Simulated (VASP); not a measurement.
Set up this calculation in VASP 6.6.1, as the native input.

* Task: single point
* Functional: PBEsol
* Potentials or basis: VASP PAW PBE potentials, release 64 (W_sv, S)
* Cutoff: 520 eV
* k mesh: 12 × 12 × 12
* Occupations: gaussian, width 0.05 eV
* Spin: no spin polarisation
* Dipole correction: no
* Further INCAR settings: ALGO = Normal; EDIFF = 1e-06; NBANDS = 20

The structure of WS2 lies in POSCAR:

```
WS2
1.0
    1.6421603996      0.9481017488      6.4098632000
   -1.6421603996      0.9481017488      6.4098632000
    0.0000000000     -1.8962034976      6.4098632000
W S
1 2
Direct
    0.0000000000      0.0000000000      0.0000000000
    0.7503000000      0.7503000000      0.7503000000
    0.5810000000      0.5810000000      0.5810000000
```

This cell differs from its parent crystal: strain +0.040 along x and y, +0.040 along z.

These files were run (other wordings do the same):

INCAR

```
PREC = Accurate
ENCUT = 520
EDIFF = 1E-6
ISMEAR = 0
SIGMA = 0.05
LREAL = False
LASPH = True
NELM = 100
ALGO = Normal
ISIF = 2
LWAVE = False
LCHARG = True
GGA = PS
LELF = True
LVHAR = True
NBANDS = 20
```

KPOINTS

```
regular mesh
0
Gamma
  12 12 12
```

Potentials or basis: VASP PAW PBE potentials, release 64 (W_sv, S).

The run is started by

```sh
$ cat potpaw_PBE.64/W_sv/POTCAR potpaw_PBE.64/S/POTCAR > POTCAR
$ mpirun -np 1 vasp_std > vasp.out
```

It gave:

| Property | Result |
| --- | --- |
| Pressure | -15.7 GPa |
| Largest force | 2.039 eV/Å |
| Band gap on the k mesh | 1.06 eV (least direct gap 1.62 eV) |

Caveat: the cell differs from its parent crystal (strain +0.040 along x and y, +0.040 along z); the cell stands under tension; the PAW data sets were made with another functional, which shifts forces and pressure a little; spin-orbit coupling is left out, which moves the levels of the heavy elements.

It took 18 min on 1 thread of Intel Xeon 8259CL (shared host), peak memory 0.48 GiB.
